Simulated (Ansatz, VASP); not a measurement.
# Two plane-wave programs on NaBe

```
Na Be
1.0
     3.38245    0.00000    0.00000
     0.00000    3.38245    0.00000
     0.00000    0.00000    3.38245
Na Be
1 1
Cartesian
  0.0000 0.0000 0.0000
  1.6912 1.6912 1.6912
```

Alike in both runs: functional PBE; k mesh 16 × 16 × 16; occupations gaussian, width 0.1 eV; no spin polarisation.

Ansatz relaxed the structure, and its values are those at the end. VASP's run is a single point on that final structure, the one shown.

|  | VASP | Ansatz |
| --- | --- | --- |
| version | VASP 6.6.1 | Ansatz 0.2.0 |
| potentials or method | VASP PAW PBE potentials, release 64 (Na_pv, Be), cutoff 520 eV | scalar-relativistic, plane waves, PAW |
| valence electrons in the cell | 9 | 11 |

|  | VASP | Ansatz | Ansatz less VASP |
| --- | --- | --- | --- |
| gap on the k mesh at the Fermi level (eV) | none | none | - |
| pressure (GPa) | 0.1 | 0.0 | -0.05 |

A gap of «none» marks a metal or a gap that the smearing closes. VASP's potentials hold 9 valence electrons a cell and Ansatz's 11, so a difference there can come from the potentials and not from the codes.
